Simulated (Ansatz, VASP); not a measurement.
# NiO2 in VASP and in Ansatz

```
Ni O
1.0
     2.78453    0.00000    0.00000
    -1.39226    2.41147    0.00000
     0.00000    0.00000    4.87891
Ni O
1 2
Direct
  0.00000 0.00000 0.50000
  0.66667 0.33333 0.69121
  0.33333 0.66667 0.30879
```

Alike in both runs: task single point; functional PBEsol; k mesh 12 × 12 × 6; occupations gaussian, width 0.05 eV; no spin polarisation.

|  | VASP | Ansatz |
| --- | --- | --- |
| version | VASP 6.6.1 | Ansatz 0.2.0 |
| potentials or method | VASP PAW PBE potentials, release 64 (Ni_sv_GW, O), cutoff 600 eV | scalar-relativistic, plane waves, PAW |
| valence electrons in the cell | 30 | 30 |

Ansatz gave:

| Item | Value |
| --- | --- |
| gap on the k mesh at the Fermi level (eV) | 1.04 |
| least direct gap on the mesh (eV) | 1.28 |
| pressure (GPa) | 0.0 |
| traceless stress, the component that is largest in VASP (GPa) | 0.03 |
| rms of the force components (eV/Å) | 0.000 |

Task: What did VASP give for the same quantities?

Result: gap on the k mesh at the Fermi level (eV): 1.03; least direct gap on the mesh (eV): 1.27; pressure (GPa): -1.0; traceless stress, the component that is largest in VASP (GPa): -0.36; rms of the force components (eV/Å): 0.019.

VASP's potentials were made for PBE, not for PBEsol. Atom by atom the forces differ by 0.018 eV/Å (rms over components). The functional is the same, so the differences come from potentials, cutoffs and numerics.
